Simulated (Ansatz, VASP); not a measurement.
# One calculation of AlP, two programs

```
CELL_PARAMETERS angstrom
0.00000 2.74651 2.74651
2.74651 0.00000 2.74651
2.74651 2.74651 0.00000
ATOMIC_POSITIONS crystal
Al 0.00000 0.00000 0.00000
P 0.75000 0.75000 0.75000
```

Change from the starting cell: species swapped into the MnN type (F-43m, No. 216).

Alike in both runs: task relaxation of cell and atoms; functional PBE; k mesh 8 × 8 × 8; occupations gaussian, width 0.02 eV; no spin polarisation.

|  | VASP | Ansatz |
| --- | --- | --- |
| version | VASP 6.6.1 | Ansatz 0.2.0 |
| potentials or method | VASP PAW PBE potentials, release 64 (Al, P), cutoff 500 eV | scalar-relativistic, plane waves, PAW |
| valence electrons in the cell | 8 | 8 |

```tsv
	VASP	Ansatz	Ansatz less VASP
gap on the k mesh at the Fermi level, each at its own relaxed structure (eV)	1.63	1.63	+0.004
relaxed volume (Å³/atom)	20.86	20.88	+0.024
relaxed cell length with the largest relative difference (Å)	3.893	3.894	+0.0015
```
